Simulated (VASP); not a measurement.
Write the native input for VASP 6.6.1 that does the following.

```yaml
Task: relaxation of cell and atoms
Functional: PBE
Potentials_or_basis: VASP PAW PBE potentials, release 64 (Ti_sv, B)
Cutoff: 600 eV
k_mesh: 10 × 10 × 10
Occupations: gaussian, width 0.1 eV
Spin: no spin polarisation
Dipole_correction: no
Further_INCAR_settings: ALGO = Normal; EDIFF = 1e-06; IBRION = 2; EDIFFG = -0.01; NSW = 100; ISIF = 3
```

The structure of TiB4 lies in POSCAR:

```
TiB4
1.0
    3.7470016712      0.0000000000      0.0000000000
    0.0000000000      3.7470016712      0.0000000000
    0.0000000000      0.0000000000      3.7470016712
Ti B
1 4
Direct
    0.0000000000      0.0000000000      0.0000000000
    0.3370634230      0.3370634230      0.3370634230
    0.6629365770      0.6629365770      0.3370634230
    0.3370634230      0.6629365770      0.6629365770
    0.6629365770      0.3370634230      0.6629365770
```

One way to write it, as run:

INCAR

```
ALGO     = Normal         # electronic algorithm
EDIFF    = 1E-6           # SCF threshold, eV
EDIFFG   = -0.01          # ionic threshold
ENCUT    = 600            # plane-wave cutoff, eV
GGA      = PE             # functional
IBRION   = 2              # ionic algorithm
ISIF     = 3              # what is computed and relaxed
ISMEAR   = 0              # smearing method
LASPH    = T              # aspherical terms in the spheres
LCHARG   = F              # write CHGCAR
LREAL    = F              # projectors in reciprocal space
LWAVE    = F              # write WAVECAR
NELM     = 80             # most SCF steps
NSW      = 100            # ionic steps
PREC     = Accurate       # precision mode
SIGMA    = 0.1            # smearing width, eV
```

KPOINTS

```
k-points
0
Gamma
  10 10 10
```

Potentials or basis: VASP PAW PBE potentials, release 64 (Ti_sv, B).

Command:

```bash
$ cat potpaw_PBE.64/Ti_sv/POTCAR potpaw_PBE.64/B/POTCAR > POTCAR
$ mpirun -np 1 vasp_std > vasp.out
```

It gave:

```
Relaxed volume                         : 10.53 Å³/atom
Relaxed cell                           : a = 3.748 Å, b = 3.748 Å, c = 3.748 Å, α = 90.00°, β = 90.00°, γ = 90.00°
Space group after relaxing (to 0.05 Å) : P-43m (No. 215)
Energy gained by relaxing              : 0.0 meV/atom
Ionic steps                            : 3
Pressure after relaxing                : -0.1 GPa
Band gap on the k mesh                 : zero (band 12 reaches 5.70 eV, above the bottom of band 13 at 5.08 eV)
```

Run time: 60 s on 1 thread of Intel(R) Xeon(R) Platinum 8559C (Emerald Rapids), with other jobs on the host, peak memory 0.2 GiB.
